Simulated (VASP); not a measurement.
# Nd3H (P-6m2) in VASP: single point with PBE

Aim: the single point of Nd3H with PBE.

Everything below comes from runs of VASP 6.6.1. Logs are shortened: lines on timing, memory, paths and dates and some standing lists are left out, and cuts for length are marked.

**1. The cell of the first run**

Symmetry: P-6m2, No. 187, hexagonal system. The conventional cell has a = 3.067 Å, b = 3.067 Å, c = 9.749 Å, α = 90.00°, β = 90.00°, γ = 120.00°. Within 4.0 Å of Nd (site symmetry -6m2) lie 12 Nd at 3.02 to 3.07 Å. Within 4.0 Å of Nd (site symmetry 3m) lie 3 H at 3.01 Å and 9 Nd at 3.02 to 3.07 Å. H (site symmetry -6m2) has 6 Nd at 3.01 Å and 6 H at 3.07 Å within 4.0 Å.

The cell was generated, and may not be a known phase.

**2. Single point, PBE**

File INCAR:

```
SYSTEM = Nd3H
PREC = Accurate
ENCUT = 520
EDIFF = 1E-6
ISMEAR = 0
SIGMA = 0.1
LREAL = .False.
LASPH = .True.
NELM = 80
ALGO = Normal
ISIF = 2
LWAVE = .False.
LCHARG = .False.
GGA = PE
NBANDS = 30
```

File KPOINTS:

```
Automatic mesh
0
Gamma
  6 6 2
  0 0 0
```

File POSCAR:

```
Nd3H
1.0
    3.0671848500      0.0000000000      0.0000000000
   -1.5335924300      2.6562600000      0.0000000000
    0.0000000000      0.0000000000      9.7494109800
Nd H
3 1
Direct
    0.6666666700      0.3333333300      0.5000000000
    0.3333333300      0.6666666700      0.2491667100
    0.3333333300      0.6666666700      0.7508332900
    0.6666666700      0.3333333300      0.0000000000
```

Potentials or basis: VASP PAW PBE potentials, release 64 (Nd, H).

Launch:

```bash
> cat potpaw_PBE.64/Nd/POTCAR potpaw_PBE.64/H/POTCAR > POTCAR
> mpirun -np 1 vasp_std > vasp.out
```

OUTCAR:

```text
SYSTEM = Nd3H
   PREC = Accurate
   ENCUT = 520
   EDIFF = 1E-6
   ISMEAR = 0
   LREAL = .False.
   LASPH = .True.
   NELM = 80
   ISIF = 2
   GGA = PE

 ion  position               nearest neighbor table
   1  0.667  0.333  0.500-   2 3.02   3 3.02   2 3.02   3 3.02   2 3.02   3 3.02
   2  0.333  0.667  0.249-   1 3.02   1 3.02   1 3.02
   3  0.333  0.667  0.751-   1 3.02   1 3.02   1 3.02
   4  0.667  0.333  0.000-

  LATTYP: Found a hexagonal cell.
 ALAT       =     3.0671848500
 C/A-ratio  =     3.1786186542

  Lattice vectors:

 A1 = (   3.0671848500,   0.0000000000,   0.0000000000)
 A2 = (  -1.5335924300,   2.6562600000,   0.0000000000)
 A3 = (   0.0000000000,   0.0000000000,   9.7494109800)

Analysis of symmetry for initial positions (statically):
=====================================================================
 Subroutine PRICEL returns:
 Original cell was already a primitive cell.

 Routine SETGRP: Setting up the symmetry group for a
 hexagonal supercell.

 Subroutine GETGRP returns: Found 12 space group operations
 (whereof 12 operations were pure point group operations)
 out of a pool of 24 trial point group operations.

The static configuration has the point symmetry D_3h.

Analysis of symmetry for dynamics (positions and initial velocities):
=====================================================================
 Subroutine PRICEL returns:
 Original cell was already a primitive cell.

 Routine SETGRP: Setting up the symmetry group for a
 hexagonal supercell.

 Subroutine GETGRP returns: Found 12 space group operations
 (whereof 12 operations were pure point group operations)
 out of a pool of 24 trial point group operations.

The dynamic configuration has the point symmetry D_3h.

 Subroutine INISYM returns: Found 12 space group operations
 (whereof 12 operations are pure point group operations),
 and found     1 'primitive' translations

----------------------------------------------------------------------------------------

                                     Primitive cell

  volume of cell :      79.4308

  direct lattice vectors                    reciprocal lattice vectors
     3.067184850  0.000000000  0.000000000     0.326031866  0.188234586  0.000000000
    -1.533592430  2.656260000  0.000000000     0.000000000  0.376469171  0.000000000
     0.000000000  0.000000000  9.749410980     0.000000000  0.000000000  0.102570299

[... 75 lines left out ...]
   NELM   =     80;   NELMIN=  2; NELMDL= -5     # of ELM steps
   EDIFF  = 0.1E-05   stopping-criterion for ELM
   LREAL  =      F    real-space projection
   EDIFFG = 0.1E-04   stopping-criterion for IOM
   NSW    =      0    number of steps for IOM
   IBRION =     -1    ionic relax: 0-MD 1-quasi-New 2-CG
   NFREE  =      0    steps in history (QN), initial steepest desc. (CG)
   ISIF   =      2    stress and relaxation
   ISYM   =      2    0-nonsym 1-usesym 2-fastsym
   POTIM  = 0.5000    time-step for ionic-motion
   TEBEG  =    0.0;   TEEND  =   0.0 temperature during run
   PSTRESS=    0.0 pullay stress
   NELECT =      43.0000    total number of electrons
   NUPDOWN=      -1.0000    fix difference up-down
   EMIN   =  10.00;   EMAX   =-10.00  energy-range for DOS
   EFERMI =   0.00;   METHOD = LEGACY
   ISMEAR =     0;   SIGMA  =   0.10  broadening in eV -4-tet -1-fermi 0-gaus
   EFERMI_NEDOS =   21; number of points for ismear=-14 and -15
   IALGO  =     38    algorithm
   IMIX   =      4    mixing-type and parameters
     AMIX     =   0.40;   BMIX     =  1.00
     AMIX_MAG =   1.60;   BMIX_MAG =  1.00
  volume/ion in A,a.u.               =      19.86       134.01
  Fermi-wavevector in a.u.,A,eV,Ry     =   1.334242  2.521352 24.221123  1.780202
  Thomas-Fermi vector in A             =   2.463039
   LORBIT       =      0    0 simple, 1 ext, 2 COOP (PROOUT), +10 PAW based schemes
   GGA     = PE    functional components
   LHFCALC =     F    Hartree Fock is set to
   AEXX    =    0.0000 exact exchange contribution
   IVDW    =     0    specifies the selected vdW correction
   LEPSILON=     F    determine dielectric tensor
   LRPA    =     F    only Hartree local field effects (RPA)
 non-spin polarized calculation
 Gauss-broadening in eV      SIGMA  =   0.10
  energy-cutoff  :      520.00
  volume of cell :       79.43
 maximum number of plane-waves:      2150
 NGX is ok and might be reduce to    24
   NGX = 11   NGY = 11   NGZ = 37

 number of electron      43.0000000 magnetization

 Free energy of the ion-electron system (eV)
  ---------------------------------------------------
  ext. energy  EPLUGINS =         0.00000000
  ---------------------------------------------------
  free energy    TOTEN  =       -17.44634409 eV

  energy without entropy =      -17.25921592  energy(sigma->0) =      -17.35278001

 E-fermi :   6.1146     XC(G=0): -11.1124

 val. band max:        6.1103284638   @ k =   0.3333   0.1667   0.0000
 cond. band min:       6.1168618101   @ k =   0.3333   0.1667   0.5000
 fundamental gap:      0.0065333463
 Fermi energy:         6.1145849611

 k-point     1 :       0.0000    0.0000    0.0000
  band No.  band energies     occupation
      1     -31.3382      2.00000
      2     -31.0316      2.00000
      3     -30.5794      2.00000
      4     -13.9837      2.00000
      5     -12.4486      2.00000
      6     -10.6161      2.00000
[... 451 lines left out ...]
     29       6.5260      0.00000
     30       6.5478      0.00000

------------------------ aborting loop because EDIFF is reached ----------------------------------------

  FORCE on cell =-STRESS in cart. coord.  units (eV):
  Direction    XX          YY          ZZ          XY          YZ          ZX
  --------------------------------------------------------------------------------------
  -------------------------------------------------------------------------------------
  Total        0.0366744      0.0366744     -2.8251205     -0.0000000     -0.0000000      0.0000000
  in kB        0.7397494      0.7397495    -56.9847503     -0.0000000     -0.0000000      0.0000000
  external PRESSURE =     -18.5017505 kB  Pullay stress =       0.0000000 kB

 VOLUME and BASIS-vectors are now :
 -----------------------------------------------------------------------------
  energy-cutoff  :      520.00
  volume of cell :       79.43
      direct lattice vectors                 reciprocal lattice vectors
     3.067184850  0.000000000  0.000000000     0.326031866  0.188234586  0.000000000
    -1.533592430  2.656260000  0.000000000     0.000000000  0.376469171  0.000000000
     0.000000000  0.000000000  9.749410980     0.000000000  0.000000000  0.102570299

 POSITION                                       TOTAL-FORCE (eV/Angst)
 -----------------------------------------------------------------------------------
      1.53359      0.88542      4.87471         0.000000     -0.000000      0.000000
     -0.00000      1.77084      2.42923        -0.000000      0.000000     -1.552138
     -0.00000      1.77084      7.32018        -0.000000      0.000000      1.552138
      1.53359      0.88542      0.00000         0.000000     -0.000000      0.000000
 -----------------------------------------------------------------------------------
    total drift:                                0.000021     -0.000012     -0.000000

  FREE ENERGIE OF THE ION-ELECTRON SYSTEM (eV)
  ---------------------------------------------------
  free  energy   TOTEN  =       -17.4463440916 eV

  energy  without entropy=      -17.2592159186  energy(sigma->0) =      -17.35278001
```

stdout:

```text
POSCAR found type information on POSCAR NdH
 POSCAR found :  2 types and       4 ions
 scaLAPACK will be used
 LDA part: xc-table for (Slater+PW92), standard interpolation
 POSCAR, INCAR and KPOINTS ok, starting setup
 FFT: planning ... GRIDC
 FFT: planning ... GRID_SOFT
 FFT: planning ... GRID
 WAVECAR not read
 entering main loop
```

Wall time 3.2 min (1 thread of Oxide Virtual Turin-like, shared host); peak memory 0.18 GiB.

Results:

| Quantity | Value |
| --- | --- |
| Free energy | -17.4463 eV |
| Pressure | -1.9 GPa |
| Largest force | 1.552 eV/Å |
| Band gap on the k mesh | zero (an odd number of electrons rules out a gap without spin polarisation) |

Forces in eV/Å, atoms in the order of the input:
```
Nd   0.000  0.000  0.000
Nd   0.000  0.000 -1.552
Nd   0.000  0.000  1.552
H    0.000  0.000  0.000
```

Stress tensor (GPa, compression positive):
```
 0.07  0.00  0.00
 0.00  0.07  0.00
 0.00  0.00 -5.70
```

Levels at points of the mesh, in eV from the Fermi level:
```
           k point  band 20  band 21  band 22  band 23  band 24  band 25
(0.00, 0.00, 0.00)    -0.22    -0.01    -0.01     0.01     0.02     0.02
(0.50, 0.00, 0.00)    -0.05    -0.02     0.04     0.05     0.09     0.21
(0.00, 0.00, 0.50)    -0.16    -0.01    -0.01     0.01     0.02     0.02
(0.50, 0.00, 0.50)    -0.04     0.01     0.04     0.04     0.09     0.18
```

Caveat: the k points lie up to 0.39 Å⁻¹ apart, too coarse for converged energies and pressures of a metal; spin-orbit coupling is left out, which moves the levels of the heavy elements; semilocal functionals describe open f shells poorly, which spoils levels, moments and volumes; forces of over 1 eV/Å act on the atoms, so gaps and moduli don't describe the material at rest. Spin polarisation is off, so any magnetic state and its effect on volume and gap are missing.
